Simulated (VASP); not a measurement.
Input of a VASP 6.6.1 run:

INCAR

```
SYSTEM = Fe
PREC = Accurate ; ENCUT = 520
EDIFF = 1E-6 ; ISMEAR = -1
SIGMA = 0.1 ; LREAL = .False.
LASPH = .True. ; NELM = 150
ALGO = Normal ; ISIF = 2
LWAVE = .False. ; LCHARG = .False.
ISPIN = 2 ; MAGMOM = 2.5
LORBIT = 11 ; LMAXMIX = 4
GGA = PE ; NBANDS = 14
```

The input KPOINTS:

```
regular mesh
0
Gamma
  21 21 21
  0 0 0
```

Contents of POSCAR:

```
Fe
1.0
   -1.3566202482      1.3566202482      1.3566202482
    1.3566202482     -1.3566202482      1.3566202482
    1.3566202482      1.3566202482     -1.3566202482
Fe
1
Direct
    0.0000000000      0.0000000000      0.0000000000
```

Potentials or basis: VASP PAW PBE potentials, release 64 (Fe).

Command:

```sh
$ cat potpaw_PBE.64/Fe/POTCAR > POTCAR
$ mpirun -np 1 vasp_std > vasp.out
```

**Question.** What does it give for the site moments?

**Answer.** Fe +1.94 μB.

**Question.** What does it give for the pressure?

**Answer.** 33.3 GPa.

**Question.** Estimate the net moment.

**Answer.** 1.97 μB per cell.

**Question.** Estimate the band gap on the k mesh.

**Answer.** Zero (filled and empty bands overlap).

Caveat: the cell stands under pressure.
